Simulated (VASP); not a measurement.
# Tb4S (Pm-3m) in VASP: further runs

Tb4S is run at these levels: PBE; tasks: single point, relaxation of cell and atoms.

All numbers are computed with VASP 6.6.1; they aren't measurements. Logs are shortened: lines on timing, memory, paths and dates and some standing lists are left out, and cuts for length are marked.

## Step 1: The cell of the first run

The structure is cubic, space group Pm-3m (No. 221). Conventional cell: a = 4.974 Å, b = 4.974 Å, c = 4.974 Å, α = 90.00°, β = 90.00°, γ = 90.00°. Tb (site symmetry 4/mmm) has 2 S at 2.49 Å within 3.3 Å. Within 4.6 Å of Tb (site symmetry m-3m) lie 12 Tb at 3.52 Å and 8 S at 4.31 Å. Within 3.3 Å of S (site symmetry m-3m) lie 6 Tb at 2.49 Å.

The cell was generated, and may not be a known phase.

## Step 2: Single point, PBE

Input file INCAR:

```
SYSTEM = Tb4S
PREC = Accurate
ENCUT = 500
EDIFF = 1E-6
ISMEAR = 0
SIGMA = 0.1
LREAL = .FALSE.
LASPH = .TRUE.
NELM = 200
ALGO = Normal
ISIF = 2
LWAVE = .FALSE.
LCHARG = .FALSE.
GGA = PE
NBANDS = 29
GGA_COMPAT = .FALSE.
LMAXMIX = 6
```

Input file KPOINTS:

```
Automatic mesh
0
G
  4 4 4
  0 0 0
```

Input file POSCAR:

```
Tb4S
1.0
    4.9740943900      0.0000000000      0.0000000000
    0.0000000000      4.9740943900      0.0000000000
    0.0000000000      0.0000000000      4.9740943900
Tb S
4 1
Direct
    0.5000000000      0.0000000000      0.0000000000
    0.0000000000      0.5000000000      0.0000000000
    0.0000000000      0.0000000000      0.5000000000
    0.5000000000      0.5000000000      0.5000000000
    0.0000000000      0.0000000000      0.0000000000
```

Potentials or basis: VASP PAW PBE potentials, release 64 (Tb_3, S), 4f in core.

On the command line:

```console
> cat potpaw_PBE.64/Tb_3/POTCAR potpaw_PBE.64/S/POTCAR > POTCAR
> mpirun -np 1 vasp_std > vasp.out
```

OUTCAR:

```text
SYSTEM = Tb4S
   PREC = Accurate
   ENCUT = 500
   EDIFF = 1E-6
   ISMEAR = 0
   LREAL = .FALSE.
   LASPH = .TRUE.
   NELM = 200
   ISIF = 2
   GGA = PE

 ion  position               nearest neighbor table
   1  0.500  0.000  0.000-   5 2.49   5 2.49   4 3.52   2 3.52   3 3.52   4 3.52   2 3.52   4 3.52
                             4 3.52   2 3.52   3 3.52   3 3.52   3 3.52   2 3.52
   2  0.000  0.500  0.000-   5 2.49   5 2.49   4 3.52   1 3.52   3 3.52   4 3.52   1 3.52   3 3.52
                             3 3.52   3 3.52   1 3.52   4 3.52   4 3.52   1 3.52
   3  0.000  0.000  0.500-   5 2.49   5 2.49   4 3.52   1 3.52   1 3.52   2 3.52   2 3.52   2 3.52
                             4 3.52   2 3.52   1 3.52   4 3.52   1 3.52   4 3.52
   4  0.500  0.500  0.500-   1 3.52   2 3.52   3 3.52   1 3.52   2 3.52   1 3.52   3 3.52   1 3.52
                             2 3.52   3 3.52   2 3.52   3 3.52
   5  0.000  0.000  0.000-   1 2.49   2 2.49   3 2.49   3 2.49   2 2.49   1 2.49

  LATTYP: Found a simple cubic cell.
 ALAT       =     4.9740943900

  Lattice vectors:

 A1 = (   4.9740943900,   0.0000000000,   0.0000000000)
 A2 = (   0.0000000000,   4.9740943900,   0.0000000000)
 A3 = (   0.0000000000,   0.0000000000,   4.9740943900)

Analysis of symmetry for initial positions (statically):
=====================================================================
 Subroutine PRICEL returns:
 Original cell was already a primitive cell.

 Routine SETGRP: Setting up the symmetry group for a
 simple cubic supercell.

 Subroutine GETGRP returns: Found 48 space group operations
 (whereof 48 operations were pure point group operations)
 out of a pool of 48 trial point group operations.

The static configuration has the point symmetry O_h .

Analysis of symmetry for dynamics (positions and initial velocities):
=====================================================================
 Subroutine PRICEL returns:
 Original cell was already a primitive cell.

 Routine SETGRP: Setting up the symmetry group for a
 simple cubic supercell.

 Subroutine GETGRP returns: Found 48 space group operations
 (whereof 48 operations were pure point group operations)
 out of a pool of 48 trial point group operations.

The dynamic configuration has the point symmetry O_h .

 Subroutine INISYM returns: Found 48 space group operations
 (whereof 48 operations are pure point group operations),
 and found     1 'primitive' translations

----------------------------------------------------------------------------------------

                                     Primitive cell

  volume of cell :     123.0671

  direct lattice vectors                    reciprocal lattice vectors
     4.974094390  0.000000000  0.000000000     0.201041621  0.000000000  0.000000000
     0.000000000  4.974094390  0.000000000     0.000000000  0.201041621  0.000000000
     0.000000000  0.000000000  4.974094390     0.000000000  0.000000000  0.201041621

  length of vectors
     4.974094390  4.974094390  4.974094390     0.201041621  0.201041621  0.201041621

  position of ions in fractional coordinates (direct lattice)
     0.500000000  0.000000000  0.000000000
     0.000000000  0.500000000  0.000000000
     0.000000000  0.000000000  0.500000000
     0.500000000  0.500000000  0.500000000
     0.000000000  0.000000000  0.000000000

  ion indices of the primitive-cell ions
   primitive index   ion index
                 1           1
                 2           2
                 3           3
                 4           4
                 5           5

----------------------------------------------------------------------------------------

 KPOINTS: Automatic mesh

Automatic generation of k-mesh.
 Grid dimensions read from file:
 generate k-points for:    4    4    4

 Generating k-lattice:

  Cartesian coordinates                     Fractional coordinates (reciprocal lattice)
     0.050260405  0.000000000  0.000000000     0.250000000  0.000000000  0.000000000
     0.000000000  0.050260405  0.000000000     0.000000000  0.250000000  0.000000000
     0.000000000  0.000000000  0.050260405     0.000000000  0.000000000  0.250000000

  Length of vectors
     0.050260405  0.050260405  0.050260405

  Shift w.r.t. Gamma in fractional coordinates (k-lattice)
     0.000000000  0.000000000  0.000000000

 Subroutine IBZKPT returns following result:
 ===========================================

 Found     10 irreducible k-points:

 Following reciprocal coordinates:
            Coordinates               Weight
  0.000000  0.000000  0.000000      1.000000
  0.250000  0.000000  0.000000      6.000000
  0.500000  0.000000  0.000000      3.000000
  0.250000  0.250000  0.000000     12.000000
  0.500000  0.250000  0.000000     12.000000
  0.500000  0.500000  0.000000      3.000000
  0.250000  0.250000  0.250000      8.000000
  0.500000  0.250000  0.250000     12.000000
  0.500000  0.500000  0.250000      6.000000
  0.500000  0.500000  0.500000      1.000000
   k-points           NKPTS =     10   k-points in BZ     NKDIM =     10   number of bands    NBANDS=     29
   number of dos      NEDOS =    301   number of ions     NIONS =      5
   total plane-waves  NPLWV =  46656
   dimension x,y,z NGX =    36 NGY =   36 NGZ =   36
   dimension x,y,z NGXF=    72 NGYF=   72 NGZF=   72
   ions per type =               4   1
   NGX,Y,Z   is equivalent  to a cutoff of  12.03, 12.03, 12.03 a.u.
   NGXF,Y,Z  is equivalent  to a cutoff of  24.06, 24.06, 24.06 a.u.
 SYSTEM =  Tb4S
   PREC   = accura    normal or accurate (medium, high low for compatibility)
   ISTART =      0    job   : 0-new  1-cont  2-samecut
   ICHARG =      2    charge: 1-file 2-atom 10-const
   ISPIN  =      1    spin polarized calculation?
   LNONCOLLINEAR =      F non collinear calculations
   LSORBIT =      F    spin-orbit coupling
   LASPH  =      T    aspherical Exc in radial PAW
   ENCUT  =  500.0 eV  36.75 Ry    6.06 a.u.   9.07  9.07  9.07*2*pi/ulx,y,z
   NELM   =    200;   NELMIN=  2; NELMDL= -5     # of ELM steps
   EDIFF  = 0.1E-05   stopping-criterion for ELM
   LREAL  =      F    real-space projection
   EDIFFG = 0.1E-04   stopping-criterion for IOM
   NSW    =      0    number of steps for IOM
   IBRION =     -1    ionic relax: 0-MD 1-quasi-New 2-CG
   NFREE  =      0    steps in history (QN), initial steepest desc. (CG)
   ISIF   =      2    stress and relaxation
   ISYM   =      2    0-nonsym 1-usesym 2-fastsym
   POTIM  = 0.5000    time-step for ionic-motion
   TEBEG  =    0.0;   TEEND  =   0.0 temperature during run
   PSTRESS=    0.0 pullay stress
   NELECT =      42.0000    total number of electrons
   NUPDOWN=      -1.0000    fix difference up-down
   EMIN   =  10.00;   EMAX   =-10.00  energy-range for DOS
   EFERMI =   0.00;   METHOD = LEGACY
   ISMEAR =     0;   SIGMA  =   0.10  broadening in eV -4-tet -1-fermi 0-gaus
   EFERMI_NEDOS =   21; number of points for ismear=-14 and -15
   IALGO  =     38    algorithm
   IMIX   =      4    mixing-type and parameters
     AMIX     =   0.40;   BMIX     =  1.00
     AMIX_MAG =   1.60;   BMIX_MAG =  1.00
  volume/ion in A,a.u.               =      24.61       166.10
  Fermi-wavevector in a.u.,A,eV,Ry     =   1.144047  2.161936 17.807901  1.308844
  Thomas-Fermi vector in A             =   2.280740
   LORBIT       =      0    0 simple, 1 ext, 2 COOP (PROOUT), +10 PAW based schemes
   GGA     = PE    functional components
   LHFCALC =     F    Hartree Fock is set to
   AEXX    =    0.0000 exact exchange contribution
   IVDW    =     0    specifies the selected vdW correction
   LEPSILON=     F    determine dielectric tensor
   LRPA    =     F    only Hartree local field effects (RPA)
 non-spin polarized calculation
 Gauss-broadening in eV      SIGMA  =   0.10
  energy-cutoff  :      500.00
  volume of cell :      123.07
 maximum number of plane-waves:      3136
   NGX = 19   NGY = 19   NGZ = 19

 number of electron      41.9999990 magnetization

 Free energy of the ion-electron system (eV)
  ---------------------------------------------------
  ext. energy  EPLUGINS =         0.00000000
  ---------------------------------------------------
  free energy    TOTEN  =       -24.42760124 eV

  energy without entropy =      -24.38260631  energy(sigma->0) =      -24.40510378

 E-fermi :   4.6230     XC(G=0): -10.5458

 val. band max:        4.6003648709   @ k =   0.5000   0.2500   0.0000
 cond. band min:       4.6237488052   @ k =   0.5000   0.0000   0.0000
 fundamental gap:      0.0233839343
 Fermi energy:         4.6230236060

 k-point     1 :       0.0000    0.0000    0.0000
  band No.  band energies     occupation
      1     -18.0815      2.00000
      2     -18.0815      2.00000
      3     -18.0815      2.00000
      4     -17.6979      2.00000
      5     -17.6979      2.00000
      6     -17.6979      2.00000
[... 21 lines left out ...]
     28       8.8630      0.00000
     29       8.8630      0.00000

 k-point     2 :       0.2500    0.0000    0.0000
  band No.  band energies     occupation
      1     -18.0237      2.00000
      2     -18.0237      2.00000
      3     -18.0133      2.00000
      4     -17.7376      2.00000
      5     -17.7127      2.00000
      6     -17.7127      2.00000
[... 21 lines left out ...]
     28       7.8573      0.00000
     29       7.8573      0.00000

 k-point     3 :       0.5000    0.0000    0.0000
  band No.  band energies     occupation
      1     -17.9399      2.00000
      2     -17.9399      2.00000
      3     -17.9185      2.00000
      4     -17.7728      2.00000
      5     -17.7578      2.00000
      6     -17.7578      2.00000
[... 190 lines left out ...]
      5     -17.4511      2.00000
      6     -17.3999      2.00000
[... 21 lines left out ...]
     28       6.8165      0.00000
     29       8.5714      0.00000

 k-point    10 :       0.5000    0.5000    0.5000
  band No.  band energies     occupation
      1     -18.6735      2.00000
      2     -18.1038      2.00000
      3     -18.1038      2.00000
      4     -18.1038      2.00000
      5     -17.3573      2.00000
      6     -17.3573      2.00000
[... 21 lines left out ...]
     28       6.4050      0.00000
     29       9.8755      0.00000

------------------------ aborting loop because EDIFF is reached ----------------------------------------

  FORCE on cell =-STRESS in cart. coord.  units (eV):
  Direction    XX          YY          ZZ          XY          YZ          ZX
  --------------------------------------------------------------------------------------
  -------------------------------------------------------------------------------------
  Total       13.1780899     13.1780899     13.1780899      0.0000000      0.0000000     -0.0000000
  in kB      171.5619528    171.5619528    171.5619528      0.0000000      0.0000000     -0.0000000
  external PRESSURE =     171.5619528 kB  Pullay stress =       0.0000000 kB

 VOLUME and BASIS-vectors are now :
 -----------------------------------------------------------------------------
  energy-cutoff  :      500.00
  volume of cell :      123.07
      direct lattice vectors                 reciprocal lattice vectors
     4.974094390  0.000000000  0.000000000     0.201041621  0.000000000  0.000000000
     0.000000000  4.974094390  0.000000000     0.000000000  0.201041621  0.000000000
     0.000000000  0.000000000  4.974094390     0.000000000  0.000000000  0.201041621

 POSITION                                       TOTAL-FORCE (eV/Angst)
 -----------------------------------------------------------------------------------
      2.48705      0.00000      0.00000         0.000000      0.000000      0.000000
      0.00000      2.48705      0.00000         0.000000      0.000000      0.000000
      0.00000      0.00000      2.48705         0.000000      0.000000      0.000000
      2.48705      2.48705      2.48705         0.000000      0.000000      0.000000
      0.00000      0.00000      0.00000         0.000000      0.000000      0.000000
 -----------------------------------------------------------------------------------
    total drift:                                0.000000      0.000000     -0.000000

  FREE ENERGIE OF THE ION-ELECTRON SYSTEM (eV)
  ---------------------------------------------------
  free  energy   TOTEN  =       -24.4276012400 eV

  energy  without entropy=      -24.3826063133  energy(sigma->0) =      -24.40510378
```

It took 13 s on 1 thread of Intel Xeon 6975P-C (Granite Rapids), shared host; peak memory 0.21 GiB.

Results:

* Free energy: -24.4276 eV
* Pressure: 17.2 GPa
* Band gap on the k mesh: zero (bands 21 and 22 overlap by 2.88 eV)

Levels at points of the mesh, in eV from the Fermi level:
```tsv
k point	band 16	band 17	band 18	band 19	band 20	band 21	band 22	band 23	band 24	band 25
(0.00, 0.00, 0.00)	-3.04	-3.04	-1.95	-1.95	-1.61	-1.61	-1.61	1.57	1.57	1.57
(0.50, 0.00, 0.00)	-3.56	-2.50	-1.92	-0.82	-0.75	0.00	0.00	0.09	1.58	1.58
(0.50, 0.50, 0.00)	-3.96	-1.44	-0.52	-0.52	-0.51	0.00	0.00	0.54	0.66	1.47
(0.50, 0.50, 0.50)	-6.40	-2.14	-0.74	-0.74	-0.74	1.27	1.27	1.27	1.74	1.74
```

Caveat: the cell stands under pressure; spin-orbit coupling is left out, which moves the levels of the heavy elements; the 4f electrons are frozen in the core, so they carry no moment and show no levels; the run has no spin polarisation, though such a crystal can be magnetic. With open d or f shells a metallic result of PBE can be an artefact of self-interaction; +U or a hybrid may open a gap.

## Step 3: Single point, PBE

This run uses another cell than the first one, of 29.90 Å³/atom.

Input file INCAR:

```
  ALGO = Normal
  EDIFF = 1E-6
  ENCUT = 500
  GGA = PE
  GGA_COMPAT = False
  ISIF = 2
  ISMEAR = 0
  LASPH = True
  LCHARG = False
  LMAXMIX = 6
  LREAL = False
  LWAVE = False
  NBANDS = 29
  NELM = 200
  PREC = Accurate
  SIGMA = 0.1
```

Input file KPOINTS:

```
k-points
0
Gamma
  4 4 4
```

Edit POSCAR of step 2 so:

```diff
@@ -2,5 +2,5 @@
 1.0
-    4.9740943900      0.0000000000      0.0000000000
-    0.0000000000      4.9740943900      0.0000000000
-    0.0000000000      0.0000000000      4.9740943900
+    5.3075972806      0.0000000000      0.0000000000
+    0.0000000000      5.3075972806      0.0000000000
+    0.0000000000      0.0000000000      5.3075972806
 Tb S
```

Potentials or basis: VASP PAW PBE potentials, release 64 (Tb_3, S), 4f in core.

On the command line:

```console
> cat potpaw_PBE.64/Tb_3/POTCAR potpaw_PBE.64/S/POTCAR > POTCAR
> mpirun -np 1 vasp_std > vasp.out
```

Wall time 18 s (1 thread of Intel Xeon 6975P-C (Granite Rapids), shared host); peak memory 0.25 GiB.

Results (log left out):

| Property | Result |
| --- | --- |
| Free energy | -25.6922 eV |
| Pressure | 0.6 GPa |
| Band gap on the k mesh | zero (bands 21 and 22 overlap by 1.73 eV) |

Levels at points of the mesh, in eV from the Fermi level:
```tsv
k point	band 19	band 20	band 21	band 22	band 23	band 24
(0.00, 0.00, 0.00)	-1.52	-1.11	-1.11	-1.11	1.46	1.46
(0.50, 0.00, 0.00)	-0.54	-0.42	0.00	0.00	0.25	1.30
(0.50, 0.50, 0.00)	-0.70	-0.56	0.04	0.04	0.45	0.68
(0.50, 0.50, 0.50)	-0.63	-0.63	0.62	0.62	0.62	1.58
```

Caveat: spin-orbit coupling is left out, which moves the levels of the heavy elements; the 4f electrons are frozen in the core, so they carry no moment and show no levels; the run has no spin polarisation, though such a crystal can be magnetic.

## Step 4: Relaxation of cell and atoms, PBE

Input file INCAR:

```
SYSTEM = Tb4S
  ALGO = Normal
  EDIFF = 1E-7
  EDIFFG = -0.04
  ENCUT = 500
  GGA = PE
  GGA_COMPAT = .FALSE.
  IBRION = 2
  ISIF = 3
  ISMEAR = 0
  LASPH = .TRUE.
  LCHARG = .FALSE.
  LMAXMIX = 6
  LREAL = .FALSE.
  LWAVE = .FALSE.
  NELM = 200
  NELMIN = 4
  NSW = 90
  PREC = Accurate
  SIGMA = 0.1
```

Input file KPOINTS:

```
k-points
0
G
  4 4 4
  0 0 0
```

Edit POSCAR of step 3 so:

```diff
@@ -2,5 +2,5 @@
 1.0
-    5.3075972806      0.0000000000      0.0000000000
-    0.0000000000      5.3075972806      0.0000000000
-    0.0000000000      0.0000000000      5.3075972806
+    4.9740943900      0.0000000000      0.0000000000
+    0.0000000000      4.9740943900      0.0000000000
+    0.0000000000      0.0000000000      4.9740943900
 Tb S
```

On the command line:

```console
> cat potpaw_PBE.64/Tb_3/POTCAR potpaw_PBE.64/S/POTCAR > POTCAR
> mpirun -np 1 vasp_std > vasp.out
```

It took 36 s on 1 thread of Intel Xeon 6975P-C (Granite Rapids), shared host; peak memory 0.22 GiB.

Results (log left out):

```
Free energy                           : -25.6917 eV
Relaxed volume                        : 30.26 Å³/atom
Relaxed cell                          : a = 5.329 Å, b = 5.329 Å, c = 5.329 Å, α = 90.00°, β = 90.00°, γ = 90.00°
Space group after relaxing (to 0.1 Å) : Pm-3m (No. 221)
Energy gained by relaxing             : 252.8 meV/atom
Ionic steps                           : 3
Pressure after relaxing               : -0.1 GPa
Band gap on the k mesh                : zero (bands 21 and 22 overlap by 1.67 eV)
```

Step by step:
```csv
step,energy change (eV),largest force (eV/Å),pressure (GPa),volume (Å³)
1,0.0000,0.0000,17.16,123.07
2,-0.6999,0.0000,-6.31,176.24
3,-1.2641,0.0000,-0.09,151.31
```

Final structure:
```
CELL_PARAMETERS angstrom
5.32871 0.00000 0.00000
0.00000 5.32871 0.00000
0.00000 0.00000 5.32871
ATOMIC_POSITIONS crystal
Tb 0.50000 0.00000 0.00000
Tb 0.00000 0.50000 0.00000
Tb 0.00000 0.00000 0.50000
Tb 0.50000 0.50000 0.50000
S 0.00000 0.00000 0.00000
```

Levels at points of the mesh, in eV from the Fermi level:
```tsv
k point	band 18	band 19	band 20	band 21	band 22	band 23	band 24	band 25
(0.00, 0.00, 0.00)	-1.50	-1.50	-1.08	-1.08	-1.08	1.45	1.45	1.45
(0.50, 0.00, 0.00)	-1.93	-0.52	-0.40	0.00	0.00	0.26	1.29	1.29
(0.50, 0.50, 0.00)	-0.71	-0.71	-0.56	0.05	0.05	0.44	0.68	1.34
(0.50, 0.50, 0.50)	-0.62	-0.62	-0.62	0.59	0.59	0.59	1.57	1.57
```

Caveat: the volume moved by over 15 % at a fixed basis, so the end points are rough; spin-orbit coupling is left out, which moves the levels of the heavy elements; the 4f electrons are frozen in the core, so they carry no moment and show no levels; the run has no spin polarisation, though such a crystal can be magnetic.

## Step 5: Single point, PBE

This run uses another cell than the first one, of 30.02 Å³/atom.

Input file INCAR:

```
  PREC = Accurate
  ENCUT = 500
  EDIFF = 1E-6
  ISMEAR = 0
  SIGMA = 0.1
  LREAL = F
  LASPH = T
  NELM = 200
  ALGO = Normal
  ISIF = 2
  LWAVE = F
  LCHARG = F
  GGA = PE
  NBANDS = 29
  GGA_COMPAT = F
  LMAXMIX = 6
```

Input file KPOINTS:

```
Automatic mesh
0
Gamma
  8 8 8
```

Edit POSCAR of step 4 so:

```diff
@@ -2,5 +2,5 @@
 1.0
-    4.9740943900      0.0000000000      0.0000000000
-    0.0000000000      4.9740943900      0.0000000000
-    0.0000000000      0.0000000000      4.9740943900
+    5.3144668828      0.0000000000      0.0000000000
+    0.0000000000      5.3144668828      0.0000000000
+    0.0000000000      0.0000000000      5.3144668828
 Tb S
```

On the command line:

```console
> cat potpaw_PBE.64/Tb_3/POTCAR potpaw_PBE.64/S/POTCAR > POTCAR
> mpirun -np 1 vasp_std > vasp.out
```

It took 48 s on 1 thread of Intel Xeon 6975P-C (Granite Rapids), shared host; peak memory 0.31 GiB.

It converged, with:

```yaml
Free_energy: -25.7033 eV
Pressure: 0.3 GPa
Band_gap_on_the_k_mesh: zero (bands 21 and 22 overlap by 1.72 eV)
```

Levels at points of the mesh, in eV from the Fermi level:
| k point | band 18 | band 19 | band 20 | band 21 | band 22 | band 23 | band 24 | band 25 |
| --- | --- | --- | --- | --- | --- | --- | --- | --- |
| (0.00, 0.00, 0.00) | -1.47 | -1.47 | -1.06 | -1.06 | -1.06 | 1.50 | 1.50 | 1.50 |
| (0.50, 0.00, 0.00) | -1.89 | -0.48 | -0.38 | 0.03 | 0.03 | 0.30 | 1.35 | 1.35 |
| (0.50, 0.50, 0.00) | -0.66 | -0.66 | -0.51 | 0.09 | 0.09 | 0.49 | 0.74 | 1.38 |
| (0.50, 0.50, 0.50) | -0.58 | -0.58 | -0.58 | 0.65 | 0.65 | 0.65 | 1.63 | 1.63 |

Caveat: spin-orbit coupling is left out, which moves the levels of the heavy elements; the 4f electrons are frozen in the core, so they carry no moment and show no levels; the run has no spin polarisation, though such a crystal can be magnetic. Spin polarisation is off, so any magnetic state and its effect on volume and gap are missing.

(Continued in part 2 of 2.)

The gap in the log of VASP goes by the Fermi energy; the results here count the filled bands.